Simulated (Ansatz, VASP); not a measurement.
# LuSi2Ge3 in VASP and in Ansatz

```
Lu Si Ge
1.0
     5.61244    0.00000    0.00000
    -2.80622    4.86051    0.00000
     0.00000    0.00000    7.50982
Lu Si Ge
1 2 3
Direct
  0.00000 0.00000 0.00000
  0.00000 0.00000 0.64566
  0.00000 0.00000 0.35434
  0.50000 0.00000 0.00000
  0.00000 0.50000 0.00000
  0.50000 0.50000 0.00000
```

Alike in both runs: functional PBE; k mesh 12 × 12 × 6; occupations gaussian, width 0.1 eV; no spin polarisation.

Ansatz relaxed the structure, and its values are those at the end. VASP's run is a single point on that final structure, the one shown.

|  | VASP | Ansatz |
| --- | --- | --- |
| version | VASP 6.6.1 | Ansatz 0.2.0 |
| potentials or method | VASP PAW PBE potentials, release 64 (Lu, Si, Ge_d), cutoff 520 eV | scalar-relativistic, plane waves, PAW |
| valence electrons in the cell | 75 | 75 |

|  | VASP | Ansatz | Ansatz less VASP |
| --- | --- | --- | --- |
| gap on the k mesh at the Fermi level (eV) | none | none | - |
| pressure (GPa) | 0.1 | 0.0 | -0.09 |
| rms of the force components (eV/Å) | 0.007 | 0.003 | -0.0035 |

A gap of «none» marks a metal or a gap that the smearing closes. With one functional, cell and mesh, what is left measures potentials, basis and numerics.

Neither program's run includes spin-orbit coupling.
